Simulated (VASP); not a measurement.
The system is Li.

```xyz
1
Lattice="0.0000 2.2100 2.2100 2.2100 0.0000 2.2100 2.2100 2.2100 0.0000" Properties=species:S:1:pos:R:3 pbc="T T T"
Li    0.0000    0.0000    0.0000
```

This isn't the form of Li at room conditions, which is bcc.

```yaml
Program: VASP 6.6.1
Task: relaxation of volume and atoms at fixed shape
Functional: PBEsol
Potentials_or_basis: VASP PAW PBE potentials, release 64 (Li_sv)
Cutoff: 750 eV
k_mesh: 10 × 10 × 10
Occupations: methfessel-paxton, width 0.1 eV
Spin: no spin polarisation
```

At the start: pressure -0.9 GPa; volume 21.59 Å³/atom.

Task: How do energy, volume and symmetry change on relaxing?

Result: Over 3 steps the energy falls by 4.4 meV/atom and the volume is 20.21 Å³/atom (-6.4 %); space group Fm-3m (No. 225, to 0.1 Å) before and after.

Step by step:
```csv
step,energy change (eV),largest force (eV/Å),pressure (GPa),volume (Å³)
1,0.0000,0.0000,-0.91,21.59
2,-0.0019,0.0000,-0.70,21.21
3,-0.0044,0.0000,-0.08,20.21
```

Final structure:
```
CELL_PARAMETERS angstrom
0.00000 2.16190 2.16190
2.16190 0.00000 2.16190
2.16190 2.16190 0.00000
ATOMIC_POSITIONS crystal
Li 0.00000 0.00000 0.00000
```

Caveat: the PAW data sets were made with another functional, which shifts forces and pressure a little.
